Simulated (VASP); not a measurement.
## ZnS: dielectric tensor with PBE

The system is ZnS.

```
Zn S
1.0
     3.94637    0.00000    0.00000
    -1.97319    3.41766    0.00000
     0.00000    0.00000    5.88005
Zn S
2 2
Direct
  0.33333 0.66667 0.25000
  0.66667 0.33333 0.75000
  0.66667 0.33333 0.25000
  0.33333 0.66667 0.75000
```

```yaml
Program: VASP 6.6.1
Task: dielectric tensor
Functional: PBE
Potentials_or_basis: VASP PAW PBE potentials, release 64 (Zn, S)
Cutoff: 520 eV
k_mesh: 6 × 6 × 4
Occupations: gaussian, width 0.01 eV
Spin: no spin polarisation
Dipole_correction: no
Further_INCAR_settings: ALGO = Normal; EDIFF = 1e-08
```

```
Band gap on the k mesh                  : 1.44 eV
Electronic dielectric tensor (diagonal) : 6.72, 6.72, 6.35
Born charges (mean of the diagonal)     : Zn +2.27; S -2.27 e
```

Levels at points of the mesh, in eV from the valence-band top:
| k point | band 16 | band 17 | band 18 | band 19 | band 20 | band 21 |
| --- | --- | --- | --- | --- | --- | --- |
| (0.00, 0.00, 0.00) | -0.43 | -0.43 | 0.00 | 1.44 | 1.98 | 5.70 |
| (0.50, 0.00, 0.00) | -2.56 | -1.65 | -1.15 | 2.57 | 4.08 | 5.50 |
| (0.00, 0.00, 0.50) | -0.82 | -0.82 | -0.82 | 2.67 | 2.67 | 6.02 |
| (0.50, 0.00, 0.50) | -2.23 | -0.75 | -0.75 | 3.62 | 3.62 | 4.45 |

Electronic dielectric tensor:
```
6.72 0.00 0.00
0.00 6.72 0.00
0.00 0.00 6.35
```

Born effective charge tensors (e):
atom 1, Zn
```
2.22 0.00 0.00
0.00 2.22 0.00
0.00 0.00 2.38
```
atom 2, Zn
```
2.22 0.00 0.00
0.00 2.22 0.00
0.00 0.00 2.38
```
atom 3, S
```
-2.22  0.00  0.00
 0.00 -2.22  0.00
 0.00  0.00 -2.38
```
atom 4, S
```
-2.22  0.00  0.00
 0.00 -2.22  0.00
 0.00  0.00 -2.38
```

Run time: 4.4 min on 1 thread of Intel(R) Xeon(R) 6975P-C (Granite Rapids), on a shared host, peak memory 0.33 GiB.

A k mesh can miss the band edges.
